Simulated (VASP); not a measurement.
# Mo in VASP: single point with RPBE

Aim: the single point of Mo with RPBE.

Program: VASP 6.6.1. These are calculated values, not measurements. Logs are shortened: lines on timing, memory, paths and dates and some standing lists are left out, and cuts for length are marked.

### Step 1. The cell of the first run

The cell holds a atom, 1 atom: a = 14.000 Å, b = 14.400 Å, c = 14.800 Å, α = 90.00°, β = 90.00°, γ = 90.00°.

### Step 2. Single point, RPBE, collinear spin, ferromagnetic start

Input file INCAR:

```
SYSTEM = Mo
ALGO     = Normal         ! electronic algorithm
EDIFF    = 1E-6           ! SCF threshold, eV
ENCUT    = 520            ! plane-wave cutoff, eV
GGA      = RP             ! functional
ISIF     = 2              ! what is computed and relaxed
ISMEAR   = -1             ! smearing method
ISPIN    = 2              ! spin polarisation
ISYM     = 0            
LASPH    = .True.         ! aspherical terms in the spheres
LCHARG   = .True.         ! write CHGCAR
LELF     = .True.         ! ELF
LMAXMIX  = 4              ! l up to which the mixer works
LORBIT   = 11             ! projections on sites
LREAL    = .False.        ! projectors in reciprocal space
LVHAR    = .True.       
LWAVE    = .False.        ! write WAVECAR
MAGMOM   = 8              ! initial moments
NBANDS   = 17             ! bands
NELM     = 150            ! most SCF steps
PREC     = Accurate       ! precision mode
SIGMA    = 0.01           ! smearing width, eV
```

Input file KPOINTS:

```
k-points
0
Gamma
  1 1 1
  0 0 0
```

Input file POSCAR:

```
Mo
1.0
   14.0000000000      0.0000000000      0.0000000000
    0.0000000000     14.4000000000      0.0000000000
    0.0000000000      0.0000000000     14.8000000000
Mo
1
Direct
    0.5000000000      0.5000000000      0.5000000000
```

Potentials or basis: VASP PAW PBE potentials, release 64 (Mo_sv).

The run is started by

```console
cat potpaw_PBE.64/Mo_sv/POTCAR > POTCAR
mpirun -np 1 vasp_gam > vasp.out
```

OUTCAR:

```text
SYSTEM = Mo
   EDIFF = 1E-6
   ENCUT = 520
   GGA = RP
   ISIF = 2
   ISMEAR = -1
   ISPIN = 2
   ISYM = 0
   LASPH = .True.
   LORBIT = 11
   LREAL = .False.
   NELM = 150
   PREC = Accurate

 ion  position               nearest neighbor table
   1  0.500  0.500  0.500-

IMPORTANT INFORMATION: All symmetrisations will be switched off!
NOSYMM: (Re-)initialisation of all symmetry stuff for point group C_1.

----------------------------------------------------------------------------------------

                                     Primitive cell

  volume of cell :    2983.6800

  direct lattice vectors                    reciprocal lattice vectors
    14.000000000  0.000000000  0.000000000     0.071428571  0.000000000  0.000000000
     0.000000000 14.400000000  0.000000000     0.000000000  0.069444444  0.000000000
     0.000000000  0.000000000 14.800000000     0.000000000  0.000000000  0.067567568

  length of vectors
    14.000000000 14.400000000 14.800000000     0.071428571  0.069444444  0.067567568

  position of ions in fractional coordinates (direct lattice)
     0.500000000  0.500000000  0.500000000

  ion indices of the primitive-cell ions
   primitive index   ion index
                 1           1

----------------------------------------------------------------------------------------

 KPOINTS: k-points

Automatic generation of k-mesh.
 Grid dimensions read from file:
 generate k-points for:    1    1    1

 Generating k-lattice:

  Cartesian coordinates                     Fractional coordinates (reciprocal lattice)
     0.071428571  0.000000000  0.000000000     1.000000000  0.000000000  0.000000000
     0.000000000  0.069444444  0.000000000     0.000000000  1.000000000  0.000000000
     0.000000000  0.000000000  0.067567568     0.000000000  0.000000000  1.000000000

  Length of vectors
     0.071428571  0.069444444  0.067567568

  Shift w.r.t. Gamma in fractional coordinates (k-lattice)
     0.000000000  0.000000000  0.000000000

 Subroutine IBZKPT returns following result:
 ===========================================

 Found      1 irreducible k-points:

 Following reciprocal coordinates:
            Coordinates               Weight
  0.000000  0.000000  0.000000      1.000000
   k-points           NKPTS =      1   k-points in BZ     NKDIM =      1   number of bands    NBANDS=     17
   number of dos      NEDOS =    301   number of ions     NIONS =      1
   total plane-waves  NPLWV = ******
   dimension x,y,z NGX =   108 NGY =  108 NGZ =  112
   dimension x,y,z NGXF=   216 NGYF=  216 NGZF=  224
   ions per type =               1
   NGX,Y,Z   is equivalent  to a cutoff of  12.82, 12.47, 12.58 a.u.
   NGXF,Y,Z  is equivalent  to a cutoff of  25.65, 24.94, 25.16 a.u.
 SYSTEM =  Mo
   PREC   = accura    normal or accurate (medium, high low for compatibility)
   ISTART =      0    job   : 0-new  1-cont  2-samecut
   ICHARG =      2    charge: 1-file 2-atom 10-const
   ISPIN  =      2    spin polarized calculation?
   LNONCOLLINEAR =      F non collinear calculations
   LSORBIT =      F    spin-orbit coupling
   LASPH  =      T    aspherical Exc in radial PAW
   ENCUT  =  520.0 eV  38.22 Ry    6.18 a.u.  26.03 26.77 27.52*2*pi/ulx,y,z
   NELM   =    150;   NELMIN=  2; NELMDL= -5     # of ELM steps
   EDIFF  = 0.1E-05   stopping-criterion for ELM
   LREAL  =      F    real-space projection
   EDIFFG = 0.1E-04   stopping-criterion for IOM
   NSW    =      0    number of steps for IOM
   IBRION =     -1    ionic relax: 0-MD 1-quasi-New 2-CG
   NFREE  =      0    steps in history (QN), initial steepest desc. (CG)
   ISIF   =      2    stress and relaxation
   ISYM   =      0    0-nonsym 1-usesym 2-fastsym
   POTIM  = 0.5000    time-step for ionic-motion
   TEBEG  =    0.0;   TEEND  =   0.0 temperature during run
   PSTRESS=    0.0 pullay stress
   NELECT =      14.0000    total number of electrons
   NUPDOWN=      -1.0000    fix difference up-down
   EMIN   =  10.00;   EMAX   =-10.00  energy-range for DOS
   EFERMI =   0.00;   METHOD = LEGACY
   ISMEAR =    -1;   SIGMA  =   0.01  broadening in eV -4-tet -1-fermi 0-gaus
   EFERMI_NEDOS =   21; number of points for ismear=-14 and -15
   IALGO  =     38    algorithm
   IMIX   =      4    mixing-type and parameters
     AMIX     =   0.40;   BMIX     =  1.00
     AMIX_MAG =   1.60;   BMIX_MAG =  1.00
  volume/ion in A,a.u.               =    2983.68     20134.87
  Fermi-wavevector in a.u.,A,eV,Ry     =   0.274073  0.517923  1.022018  0.075116
  Thomas-Fermi vector in A             =   1.116316
   LORBIT       =     11    0 simple, 1 ext, 2 COOP (PROOUT), +10 PAW based schemes
   GGA     = RP    functional components
   LHFCALC =     F    Hartree Fock is set to
   AEXX    =    0.0000 exact exchange contribution
   IVDW    =     0    specifies the selected vdW correction
   LEPSILON=     F    determine dielectric tensor
   LRPA    =     F    only Hartree local field effects (RPA)
 spin polarized calculation
  energy-cutoff  :      520.00
  volume of cell :     2983.68
 maximum number of plane-waves:     40220
 NGX is ok and might be reduce to   108
   NGX = 53   NGY = 53   NGZ = 55

 number of electron      14.0000003 magnetization       5.9999987

 Free energy of the ion-electron system (eV)
  ---------------------------------------------------
  ext. energy  EPLUGINS =         0.00000000
  ---------------------------------------------------
  free energy    TOTEN  =        -4.72794370 eV

  energy without entropy =       -4.72794370  energy(sigma->0) =       -4.72794370

 E-fermi :  -4.0503     XC(G=0):  -0.3095

 val. band max:       -4.4317004577   @ k =   0.0000   0.0000   0.0000
 cond. band min:      -1.7109426048   @ k =   0.0000   0.0000   0.0000
 fundamental gap:      2.7207578529
 Fermi energy:        -4.0503095111

 spin component 1

 k-point     1 :       0.0000    0.0000    0.0000
  band No.  band energies     occupation
      1     -64.6151      1.00000
      2     -38.9126      1.00000
      3     -38.9126      1.00000
      4     -38.9126      1.00000
      5      -4.4497      1.00000
      6      -4.4317      1.00000
[... 9 lines left out ...]
     16       0.4819      0.00000
     17       0.6716      0.00000
 Fermi energy:        -4.0503095111

 spin component 2

 k-point     1 :       0.0000    0.0000    0.0000
  band No.  band energies     occupation
      1     -61.9499      1.00000
      2     -35.9183      1.00000
      3     -35.9183      1.00000
      4     -35.9183      1.00000
      5      -1.7109      0.00000
      6      -1.0790      0.00000
[... 9 lines left out ...]
     16       0.8479      0.00000
     17       1.0645      0.00000

------------------------ aborting loop because EDIFF is reached ----------------------------------------

  FORCE on cell =-STRESS in cart. coord.  units (eV):
  Direction    XX          YY          ZZ          XY          YZ          ZX
  --------------------------------------------------------------------------------------
  -------------------------------------------------------------------------------------
  Total       -0.0083825     -0.0089529     -0.0084604     -0.0000000      0.0000001      0.0000000
  in kB       -0.0045012     -0.0048076     -0.0045431     -0.0000000      0.0000001      0.0000000
  external PRESSURE =      -0.0046173 kB  Pullay stress =       0.0000000 kB

 VOLUME and BASIS-vectors are now :
 -----------------------------------------------------------------------------
  energy-cutoff  :      520.00
  volume of cell :     2983.68
      direct lattice vectors                 reciprocal lattice vectors
    14.000000000  0.000000000  0.000000000     0.071428571  0.000000000  0.000000000
     0.000000000 14.400000000  0.000000000     0.000000000  0.069444444  0.000000000
     0.000000000  0.000000000 14.800000000     0.000000000  0.000000000  0.067567568

 POSITION                                       TOTAL-FORCE (eV/Angst)
 -----------------------------------------------------------------------------------
      7.00000      7.20000      7.40000         0.000000      0.000000      0.000000
 -----------------------------------------------------------------------------------
    total drift:                                0.000000      0.000000      0.000000

  FREE ENERGIE OF THE ION-ELECTRON SYSTEM (eV)
  ---------------------------------------------------
  free  energy   TOTEN  =        -4.7279436988 eV

  energy  without entropy=       -4.7279436988  energy(sigma->0) =       -4.72794370

 total charge

# of ion       s       p       d       tot
------------------------------------------
    1        2.269   5.941   4.027  12.236

 magnetization (x)

# of ion       s       p       d       tot
------------------------------------------
    1        0.274   0.017   4.027   4.318
```

It took 6.7 min on 1 thread of Intel Xeon 6975P-C (Granite Rapids), shared host; peak memory 2.8 GiB.

What came out:

```yaml
Free_energy: -4.7279 eV
Pressure: 0.0 GPa
Band_gap_on_the_k_mesh: 2.72 eV
Net_moment: 6.00 μB per cell
Site_moments: Mo +4.32 μB
Valence_electrons_inside_the_program's_atomic_spheres: Mo 12.24
```

Caveat: the PAW data sets were made with another functional, which shifts forces and pressure a little.
